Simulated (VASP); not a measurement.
# SnO2 (R-3m) in VASP: a series of runs

Runs on SnO2. Level: LDA. Tasks: single point.

Everything below comes from runs of VASP 6.6.1. Logs are shortened: lines on timing, memory, paths and dates and some standing lists are left out, and cuts for length are marked.

## 1. The cell of the first run

It takes space group R-3m (No. 166, trigonal). The conventional cell has a = 3.234 Å, b = 3.234 Å, c = 14.402 Å, α = 90.00°, β = 90.00°, γ = 120.00°. Sn (site symmetry -3m) has 6 O at 2.13 Å within 2.8 Å. Within 2.8 Å of O (site symmetry 3m) lie 3 Sn at 2.13 Å and 3 O at 2.76 Å.

## 2. Single point, LDA

INCAR reads:

```
SYSTEM = SnO2
ALGO = Normal
EDIFF = 1E-6
ENCUT = 520
GGA = CA
ISIF = 2
ISMEAR = 0
LASPH = .True.
LCHARG = .False.
LREAL = .False.
LWAVE = .False.
NBANDS = 20
NELM = 100
PREC = Accurate
SIGMA = 0.05
```

KPOINTS reads:

```
k-points
0
Gamma
  12 12 12
  0 0 0
```

POSCAR reads:

```
SnO2
1.0
    1.6170930752      0.9336291223      4.8005925840
   -1.6170930752      0.9336291223      4.8005925840
    0.0000000000     -1.8672582446      4.8005925840
Sn O
1 2
Direct
    0.5000000000      0.5000000000      0.5000000000
    0.2371700000      0.2371700000      0.2371700000
    0.7628300000      0.7628300000      0.7628300000
```

Potentials or basis: VASP PAW LDA potentials, release 64 (Sn_d, O).

Launch:

```
> cat potpaw_LDA.64/Sn_d/POTCAR potpaw_LDA.64/O/POTCAR > POTCAR
> mpirun -np 1 vasp_std > vasp.out
```

OUTCAR:

```text
SYSTEM = SnO2
   EDIFF = 1E-6
   ENCUT = 520
   GGA = CA
   ISIF = 2
   ISMEAR = 0
   LASPH = .True.
   LREAL = .False.
   NELM = 100
   PREC = Accurate

 ion  position               nearest neighbor table
   1  0.500  0.500  0.500-   2 2.13   2 2.13   3 2.13   3 2.13   2 2.13   3 2.13
   2  0.237  0.237  0.237-   1 2.13   1 2.13   1 2.13
   3  0.763  0.763  0.763-   1 2.13   1 2.13   1 2.13

  LATTYP: Found a trigonal (rhomboedric) cell.
 ALAT       =     5.1509554948
 COS(alpha) =     0.8028828391

  Lattice vectors:

 A1 = (   1.6170930752,   0.9336291223,   4.8005925840)
 A2 = (  -1.6170930752,   0.9336291223,   4.8005925840)
 A3 = (   0.0000000000,  -1.8672582446,   4.8005925840)

Analysis of symmetry for initial positions (statically):
=====================================================================
 Subroutine PRICEL returns:
 Original cell was already a primitive cell.

 Routine SETGRP: Setting up the symmetry group for a
 trigonal (rhombohedral) supercell.

 Subroutine GETGRP returns: Found 12 space group operations
 (whereof 12 operations were pure point group operations)
 out of a pool of 12 trial point group operations.

The static configuration has the point symmetry D_3d.

Analysis of symmetry for dynamics (positions and initial velocities):
=====================================================================
 Subroutine PRICEL returns:
 Original cell was already a primitive cell.

 Routine SETGRP: Setting up the symmetry group for a
 trigonal (rhombohedral) supercell.

 Subroutine GETGRP returns: Found 12 space group operations
 (whereof 12 operations were pure point group operations)
 out of a pool of 12 trial point group operations.

The dynamic configuration has the point symmetry D_3d.

 Subroutine INISYM returns: Found 12 space group operations
 (whereof 12 operations are pure point group operations),
 and found     1 'primitive' translations

----------------------------------------------------------------------------------------

                                     Primitive cell

  volume of cell :      43.4866

  direct lattice vectors                    reciprocal lattice vectors
     1.617093075  0.933629122  4.800592584     0.309196797  0.178514854  0.069435872
    -1.617093075  0.933629122  4.800592584    -0.309196797  0.178514854  0.069435872
     0.000000000 -1.867258245  4.800592584     0.000000000 -0.357029708  0.069435872

  length of vectors
     5.150955495  5.150955495  5.150955495     0.363719058  0.363719058  0.363719058

  position of ions in fractional coordinates (direct lattice)
     0.500000000  0.500000000  0.500000000
     0.237170000  0.237170000  0.237170000
     0.762830000  0.762830000  0.762830000

  ion indices of the primitive-cell ions
   primitive index   ion index
                 1           1
                 2           2
                 3           3

----------------------------------------------------------------------------------------

 KPOINTS: k-points

Automatic generation of k-mesh.
 Grid dimensions read from file:
 generate k-points for:   12   12   12

 Generating k-lattice:

  Cartesian coordinates                     Fractional coordinates (reciprocal lattice)
     0.025766400  0.014876238  0.005786323     0.083333333  0.000000000 -0.000000000
    -0.025766400  0.014876238  0.005786323     0.000000000  0.083333333 -0.000000000
     0.000000000 -0.029752476  0.005786323    -0.000000000 -0.000000000  0.083333333

  Length of vectors
     0.030309921  0.030309921  0.030309921

  Shift w.r.t. Gamma in fractional coordinates (k-lattice)
     0.000000000  0.000000000  0.000000000

 Subroutine IBZKPT returns following result:
 ===========================================

 Found    189 irreducible k-points:

 Following reciprocal coordinates:
            Coordinates               Weight
  0.000000  0.000000  0.000000      1.000000
  0.083333 -0.000000  0.000000      6.000000
  0.166667  0.000000  0.000000      6.000000
  0.250000  0.000000  0.000000      6.000000
  0.333333 -0.000000  0.000000      6.000000
  0.416667  0.000000  0.000000      6.000000
[... 16 lines left out ...]
  0.500000  0.166667  0.000000     12.000000
 -0.416667  0.166667  0.000000     12.000000
 [... further k-points ...]
   k-points           NKPTS =    189   k-points in BZ     NKDIM =    189   number of bands    NBANDS=     20
   number of dos      NEDOS =    301   number of ions     NIONS =      3
   total plane-waves  NPLWV =  64000
   dimension x,y,z NGX =    40 NGY =   40 NGZ =   40
   dimension x,y,z NGXF=    80 NGYF=   80 NGZF=   80
   ions per type =               1   2
   NGX,Y,Z   is equivalent  to a cutoff of  12.91, 12.91, 12.91 a.u.
   NGXF,Y,Z  is equivalent  to a cutoff of  25.82, 25.82, 25.82 a.u.
 SYSTEM =  SnO2
   PREC   = accura    normal or accurate (medium, high low for compatibility)
   ISTART =      0    job   : 0-new  1-cont  2-samecut
   ICHARG =      2    charge: 1-file 2-atom 10-const
   ISPIN  =      1    spin polarized calculation?
   LNONCOLLINEAR =      F non collinear calculations
   LSORBIT =      F    spin-orbit coupling
   LASPH  =      T    aspherical Exc in radial PAW
   ENCUT  =  520.0 eV  38.22 Ry    6.18 a.u.   9.58  9.58  9.58*2*pi/ulx,y,z
   NELM   =    100;   NELMIN=  2; NELMDL= -5     # of ELM steps
   EDIFF  = 0.1E-05   stopping-criterion for ELM
   LREAL  =      F    real-space projection
   EDIFFG = 0.1E-04   stopping-criterion for IOM
   NSW    =      0    number of steps for IOM
   IBRION =     -1    ionic relax: 0-MD 1-quasi-New 2-CG
   NFREE  =      0    steps in history (QN), initial steepest desc. (CG)
   ISIF   =      2    stress and relaxation
   ISYM   =      2    0-nonsym 1-usesym 2-fastsym
   POTIM  = 0.5000    time-step for ionic-motion
   TEBEG  =    0.0;   TEEND  =   0.0 temperature during run
   PSTRESS=    0.0 pullay stress
   NELECT =      26.0000    total number of electrons
   NUPDOWN=      -1.0000    fix difference up-down
   EMIN   =  10.00;   EMAX   =-10.00  energy-range for DOS
   EFERMI =   0.00;   METHOD = LEGACY
   ISMEAR =     0;   SIGMA  =   0.05  broadening in eV -4-tet -1-fermi 0-gaus
   EFERMI_NEDOS =   21; number of points for ismear=-14 and -15
   IALGO  =     38    algorithm
   IMIX   =      4    mixing-type and parameters
     AMIX     =   0.40;   BMIX     =  1.00
     AMIX_MAG =   1.60;   BMIX_MAG =  1.00
  volume/ion in A,a.u.               =      14.50        97.82
  Fermi-wavevector in a.u.,A,eV,Ry     =   1.379158  2.606231 25.879336  1.902078
  Thomas-Fermi vector in A             =   2.504154
   LORBIT       =      0    0 simple, 1 ext, 2 COOP (PROOUT), +10 PAW based schemes
   GGA     = CA    functional components
   LHFCALC =     F    Hartree Fock is set to
   AEXX    =    0.0000 exact exchange contribution
   IVDW    =     0    specifies the selected vdW correction
   LEPSILON=     F    determine dielectric tensor
   LRPA    =     F    only Hartree local field effects (RPA)
 non-spin polarized calculation
 Gauss-broadening in eV      SIGMA  =   0.05
  energy-cutoff  :      520.00
  volume of cell :       43.49
 maximum number of plane-waves:      1188
 NGX is ok and might be reduce to    40
   NGX = 19   NGY = 19   NGZ = 19

 number of electron      26.0000004 magnetization

 Free energy of the ion-electron system (eV)
  ---------------------------------------------------
  ext. energy  EPLUGINS =         0.00000000
  ---------------------------------------------------
  free energy    TOTEN  =       -20.43713866 eV

  energy without entropy =      -20.43713866  energy(sigma->0) =      -20.43713866

 E-fermi :   3.2737     XC(G=0): -10.5622

 val. band max:        2.9915904526   @ k =  -0.1667   0.1667   0.0000
 cond. band min:       4.7596598601   @ k =   0.0000   0.0000   0.0000
 fundamental gap:      1.7680694075
 Fermi energy:         3.2736613582

 k-point     1 :       0.0000    0.0000    0.0000
  band No.  band energies     occupation
      1     -16.9067      2.00000
      2     -16.7206      2.00000
      3     -16.7206      2.00000
      4     -16.5235      2.00000
      5     -16.5235      2.00000
      6     -14.7381      2.00000
[... 12 lines left out ...]
     19      19.9120      0.00000
     20      19.9122      0.00000

 k-point     2 :       0.0833   -0.0000    0.0000
  band No.  band energies     occupation
      1     -16.8818      2.00000
      2     -16.7692      2.00000
      3     -16.7057      2.00000
      4     -16.5387      2.00000
      5     -16.5240      2.00000
      6     -14.6864      2.00000
[... 12 lines left out ...]
     19      18.2991      0.00000
     20      19.9455      0.00000

 k-point     3 :       0.1667    0.0000    0.0000
  band No.  band energies     occupation
      1     -16.9403      2.00000
      2     -16.7826      2.00000
      3     -16.6686      2.00000
      4     -16.5651      2.00000
      5     -16.5213      2.00000
      6     -14.5254      2.00000
[... 12 lines left out ...]
     19      16.9923      0.00000
     20      20.0840      0.00000

 k-point     4 :       0.2500    0.0000    0.0000
  band No.  band energies     occupation
      1     -17.1275      2.00000
      2     -16.7005      2.00000
      3     -16.6335      2.00000
      4     -16.5809      2.00000
      5     -16.5010      2.00000
      6     -14.2553      2.00000
[... 12 lines left out ...]
     19      16.0602      0.00000
     20      19.6748      0.00000

 k-point     5 :       0.3333   -0.0000    0.0000
  band No.  band energies     occupation
      1     -17.3025      2.00000
      2     -16.6655      2.00000
      3     -16.6210      2.00000
      4     -16.5523      2.00000
      5     -16.4570      2.00000
      6     -13.9144      2.00000
[... 12 lines left out ...]
     19      15.5445      0.00000
     20      18.0913      0.00000

 k-point     6 :       0.4167    0.0000    0.0000
  band No.  band energies     occupation
      1     -17.4218      2.00000
      2     -16.6711      2.00000
      3     -16.6211      2.00000
      4     -16.5051      2.00000
      5     -16.4146      2.00000
      6     -13.6023      2.00000
[... 12 lines left out ...]
     19      15.4950      0.00000
     20      16.8470      0.00000

 k-point     7 :       0.5000    0.0000    0.0000
  band No.  band energies     occupation
      1     -17.4638      2.00000
      2     -16.6754      2.00000
      3     -16.6222      2.00000
      4     -16.4866      2.00000
      5     -16.3978      2.00000
      6     -13.4690      2.00000
[... 12 lines left out ...]
     19      15.8687      0.00000
     20      16.0837      0.00000
[... 277 lines left out ...]
 k-point    20 :       0.2500    0.1667    0.0000
  band No.  band energies     occupation
      1     -17.0285      2.00000
      2     -16.7818      2.00000
      3     -16.6263      2.00000
      4     -16.5789      2.00000
      5     -16.5111      2.00000
      6     -14.3462      2.00000
[... 12 lines left out ...]
     19      16.2506      0.00000
     20      19.6136      0.00000

 k-point    21 :       0.3333    0.1667   -0.0000
  band No.  band energies     occupation
      1     -17.1359      2.00000
      2     -16.7947      2.00000
      3     -16.5974      2.00000
      4     -16.5937      2.00000
      5     -16.4779      2.00000
      6     -14.0381      2.00000
[... 12 lines left out ...]
     19      16.0876      0.00000
     20      18.5462      0.00000

 k-point    22 :       0.4167    0.1667    0.0000
  band No.  band energies     occupation
      1     -17.2466      2.00000
      2     -16.7951      2.00000
      3     -16.6137      2.00000
      4     -16.5705      2.00000
      5     -16.4491      2.00000
      6     -13.6379      2.00000
[... 12 lines left out ...]
     19      16.2698      0.00000
     20      17.4199      0.00000

 k-point    23 :       0.5000    0.1667    0.0000
  band No.  band energies     occupation
      1     -17.3280      2.00000
      2     -16.7941      2.00000
      3     -16.6298      2.00000
      4     -16.5291      2.00000
      5     -16.4486      2.00000
      6     -13.2583      2.00000
[... 12 lines left out ...]
     19      16.4529      0.00000
     20      16.6600      0.00000

 k-point    24 :      -0.4167    0.1667    0.0000
  band No.  band energies     occupation
      1     -17.3571      2.00000
      2     -16.7941      2.00000
      3     -16.6361      2.00000
      4     -16.4959      2.00000
      5     -16.4656      2.00000
      6     -13.0952      2.00000
[... 12 lines left out ...]
     19      15.8650      0.00000
     20      16.8980      0.00000

 [... further k-points ...]

------------------------ aborting loop because EDIFF is reached ----------------------------------------

  FORCE on cell =-STRESS in cart. coord.  units (eV):
  Direction    XX          YY          ZZ          XY          YZ          ZX
  --------------------------------------------------------------------------------------
  -------------------------------------------------------------------------------------
  Total       -2.4741453     -2.4741453     -1.9475322      0.0000000     -0.0000000      0.0000000
  in kB      -91.1549531    -91.1549531    -71.7529446      0.0000000     -0.0000000      0.0000000
  external PRESSURE =     -84.6876169 kB  Pullay stress =       0.0000000 kB

 VOLUME and BASIS-vectors are now :
 -----------------------------------------------------------------------------
  energy-cutoff  :      520.00
  volume of cell :       43.49
      direct lattice vectors                 reciprocal lattice vectors
     1.617093075  0.933629122  4.800592584     0.309196797  0.178514854  0.069435872
    -1.617093075  0.933629122  4.800592584    -0.309196797  0.178514854  0.069435872
     0.000000000 -1.867258245  4.800592584     0.000000000 -0.357029708  0.069435872

 POSITION                                       TOTAL-FORCE (eV/Angst)
 -----------------------------------------------------------------------------------
      0.00000      0.00000      7.20089         0.000000     -0.000000     -0.000000
      0.00000      0.00000      3.41567        -0.000000      0.000000     -0.617664
      0.00000      0.00000     10.98611        -0.000000     -0.000000      0.617664
 -----------------------------------------------------------------------------------
    total drift:                                0.000000      0.000000      0.000000

  FREE ENERGIE OF THE ION-ELECTRON SYSTEM (eV)
  ---------------------------------------------------
  free  energy   TOTEN  =       -20.4371386560 eV

  energy  without entropy=      -20.4371386560  energy(sigma->0) =      -20.43713866
```

Wall time 5.4 min (1 thread of Intel Xeon Platinum 8375C at 2.90GHz (Ice Lake), shared host); peak memory 0.29 GiB.

Results:

- Free energy: -20.4371 eV
- Pressure: -8.5 GPa
- Largest force: 0.618 eV/Å
- Band gap on the k mesh: 1.77 eV (least direct gap 1.90 eV)

Forces on the atoms (eV/Å):
```
Sn   0.000  0.000  0.000
O    0.000  0.000 -0.618
O    0.000  0.000  0.618
```

Levels at points of the mesh, in eV from the valence-band top:
```
           k point  band 11  band 12  band 13  band 14  band 15  band 16
(0.00, 0.00, 0.00)    -0.91    -0.91    -0.13     1.77     5.49    10.74
(0.50, 0.00, 0.00)    -1.48    -0.61    -0.58     5.14     7.49     9.77
(0.50, 0.50, 0.00)    -1.15    -0.47    -0.02     4.85     6.68    10.46
(0.50, 0.50, 0.50)    -1.33    -0.86    -0.86     3.05     5.45    10.92
```

Caveat: the cell stands under tension; spin-orbit coupling is left out, which moves the levels of the heavy elements. A k mesh can miss the band edges.

## 3. Single point, LDA

INCAR reads:

```
PREC     = Accurate       # precision mode
ENCUT    = 520            # plane-wave cutoff, eV
EDIFF    = 1E-7           # SCF threshold, eV
ISMEAR   = 0              # smearing method
SIGMA    = 0.05           # smearing width, eV
LREAL    = False          # projectors in reciprocal space
LASPH    = True           # aspherical terms in the spheres
NELM     = 80             # most SCF steps
ALGO     = Normal         # electronic algorithm
ISIF     = 2              # what is computed and relaxed
LWAVE    = False          # write WAVECAR
LCHARG   = True           # write CHGCAR
GGA      = CA             # functional
LELF     = True           # ELF
LVHAR    = True         
NBANDS   = 20             # bands
```

KPOINTS reads:

```
Automatic mesh
0
Gamma
  12 12 12
```

POSCAR is that of step 2.

Potentials or basis: VASP PAW LDA potentials, release 64 (Sn_d, O).

Launch:

```
> cat potpaw_LDA.64/Sn_d/POTCAR potpaw_LDA.64/O/POTCAR > POTCAR
> mpirun -np 1 vasp_std > vasp.out
```

Run time: 7 min. Hardware: 1 thread of Intel Xeon Platinum 8375C at 2.90GHz (Ice Lake), shared host; peak memory 0.29 GiB.

The run converged. Its results:

| Quantity | Value |
| --- | --- |
| Free energy | -20.4371 eV |
| Pressure | -8.4 GPa |
| Largest force | 0.618 eV/Å |
| Band gap on the k mesh | 1.77 eV (least direct gap 1.90 eV) |

Forces on the atoms (eV/Å):
```
Sn   0.000  0.000  0.000
O    0.000  0.000 -0.618
O    0.000  0.000  0.618
```

Stress tensor (GPa, compression positive):
```
-9.09  0.00  0.00
 0.00 -9.09  0.00
 0.00  0.00 -7.14
```

Levels at points of the mesh, in eV from the valence-band top:
| k point | band 11 | band 12 | band 13 | band 14 | band 15 | band 16 |
| --- | --- | --- | --- | --- | --- | --- |
| (0.00, 0.00, 0.00) | -0.91 | -0.91 | -0.13 | 1.77 | 5.50 | 10.74 |
| (0.50, 0.00, 0.00) | -1.48 | -0.61 | -0.58 | 5.14 | 7.49 | 9.77 |
| (0.50, 0.50, 0.00) | -1.15 | -0.47 | -0.02 | 4.85 | 6.68 | 10.46 |
| (0.50, 0.50, 0.50) | -1.33 | -0.86 | -0.86 | 3.05 | 5.45 | 10.92 |

Caveat: the cell stands under tension; spin-orbit coupling is left out, which moves the levels of the heavy elements. A k mesh can miss the band edges.
